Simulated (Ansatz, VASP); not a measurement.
Na2LiTi2: VASP beside Ansatz

```
Na Li Ti
1.0
    -1.97572    1.97572    5.18381
     1.97572   -1.97572    5.18381
     1.97572    1.97572   -5.18381
Na Li Ti
2 1 2
Direct
  0.25000 0.75000 0.50000
  0.75000 0.25000 0.50000
  0.00000 0.00000 0.00000
  0.62600 0.62600 0.00000
  0.37400 0.37400 0.00000
```

Alike in both runs: task single point; functional PBE; k mesh 6 × 6 × 6; occupations gaussian, width 0.1 eV; no spin polarisation.

|  | VASP | Ansatz |
| --- | --- | --- |
| version | VASP 6.6.1 | Ansatz 0.2.0 |
| potentials or method | VASP PAW PBE potentials, release 64 (Na_pv, Li_sv, Ti_sv), cutoff 520 eV | scalar-relativistic, plane waves, PAW |
| valence electrons in the cell | 41 | 45 |

Ansatz gave:

| Property | Result |
| --- | --- |
| gap on the k mesh at the Fermi level (eV) | none |
| rms of the force components (eV/Å) | 1.966 |

Problem. Estimate VASP's values.

Solution. gap on the k mesh at the Fermi level (eV): none; rms of the force components (eV/Å): 1.976.

Atom by atom the forces differ by 0.011 eV/Å (rms over components). A gap of «none» marks a metal or a gap that the smearing closes. With one functional, cell and mesh, what is left measures potentials, basis and numerics. VASP's potentials hold 41 valence electrons a cell and Ansatz's 45, so a difference there can come from the potentials and not from the codes.

The k mesh is coarse, so the values compare programs but aren't converged. Noted on VASP's run: the cutoff is short for stress, so the pressure is rough.
